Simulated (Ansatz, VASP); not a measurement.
# One calculation of SrO, two programs

```
CELL_PARAMETERS angstrom
0.00000 2.56630 2.56630
2.56630 0.00000 2.56630
2.56630 2.56630 0.00000
ATOMIC_POSITIONS crystal
Sr 0.50000 0.50000 0.50000
O 0.00000 0.00000 0.00000
```

Alike in both runs: functional PBE; k mesh 6 × 6 × 6; occupations fermi-dirac, width 0.02 eV; no spin polarisation.

Ansatz relaxed the structure, and its values are those at the end. VASP's run is a single point on that final structure, the one shown.

|  | VASP | Ansatz |
| --- | --- | --- |
| version | VASP 6.6.1 | Ansatz 0.2.0 |
| potentials or method | VASP PAW PBE potentials, release 64 (Sr_sv, O) | plane-wave PAW, scalar-relativistic |
| plane-wave cutoff (eV) | 520 | 420 |
| valence electrons in the cell | 16 | 16 |

```tsv
	VASP	Ansatz	Ansatz less VASP
gap on the k mesh at the Fermi level (eV)	3.26	3.31	+0.049
pressure (GPa)	3.9	3.3	-0.60
```

Ansatz's warnings: stress scf threshold loose.
